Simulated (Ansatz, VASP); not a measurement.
InAs in VASP and in Ansatz

```
In As
1.0
     0.00000    3.17520    2.87280
     3.17520    0.00000    2.87280
     3.17520    3.17520    0.00000
In As
1 1
Cartesian
  0.0000 0.0000 0.0000
  4.7628 4.7628 4.3092
```

Change from the starting cell: strain +0.050 along x and y, -0.050 along z, atoms carried along.

Alike in both runs: task single point; functional PBEsol; k mesh 14 × 14 × 14; occupations gaussian, width 0.15 eV; no spin polarisation.

|  | VASP | Ansatz |
| --- | --- | --- |
| version | VASP 6.6.1 | Ansatz 0.2.0 |
| potentials or method | VASP PAW PBE potentials, release 64 (In_d, As), cutoff 520 eV | scalar-relativistic, plane waves, PAW |
| valence electrons in the cell | 18 | 28 |

```tsv
	VASP	Ansatz	Ansatz less VASP
gap on the k mesh at the Fermi level (eV)	0.18	0.18	-0.001
least direct gap on the mesh (eV)	0.40	0.40	-0.001
pressure (GPa)	-1.5	-1.6	-0.07
traceless stress, the component that is largest in VASP (GPa)	1.91	1.91	+0.005
```

VASP's potentials were made for PBE, not for PBEsol. VASP's potentials hold 18 valence electrons a cell and Ansatz's 28, so a difference there can come from the potentials and not from the codes.
